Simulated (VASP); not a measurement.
B: single point with BLYP

B:

```
B
1.0
     0.00000    2.04419    2.04419
     2.04419    0.00000    2.04419
     2.04419    2.04419    0.00000
B
2
Cartesian
  0.5110 0.5110 0.5110
  3.5773 3.5773 3.5773
```

```yaml
Program: VASP 6.6.1
Task: single point
Functional: BLYP
Potentials_or_basis: VASP PAW PBE potentials, release 64 (B)
Cutoff: 520 eV
k_mesh: 22 × 22 × 22
Occupations: fermi-dirac, width 0.1 eV
Spin: no spin polarisation
Dipole_correction: no
Further_INCAR_settings: ALGO = Normal; EDIFF = 1e-06; NBANDS = 10
```

```yaml
Pressure: 0.0 GPa
Band_gap_on_the_k_mesh: zero (band 3 reaches 7.74 eV, above the bottom of band 4 at 1.05 eV)
```

Levels at points of the mesh, in eV from the Fermi level:
```
           k point  band 1  band 2  band 3  band 4  band 5  band 6
(0.00, 0.00, 0.00)  -12.50    3.82    3.82    3.82    8.09    8.09
(0.50, 0.00, 0.00)   -7.89   -6.67    1.59    1.59   10.19   10.19
(0.50, 0.50, 0.00)   -5.81   -5.81   -1.23   -1.23    7.40    7.40
```

Wall time 40 s on 1 thread of Intel(R) Xeon(R) Platinum 8259CL CPU @ 2.50GHz (Skylake/Cascade Lake) (shared host), peak memory 0.16 GiB.

Caveat: the PAW data sets were made with another functional, which shifts forces and pressure a little.
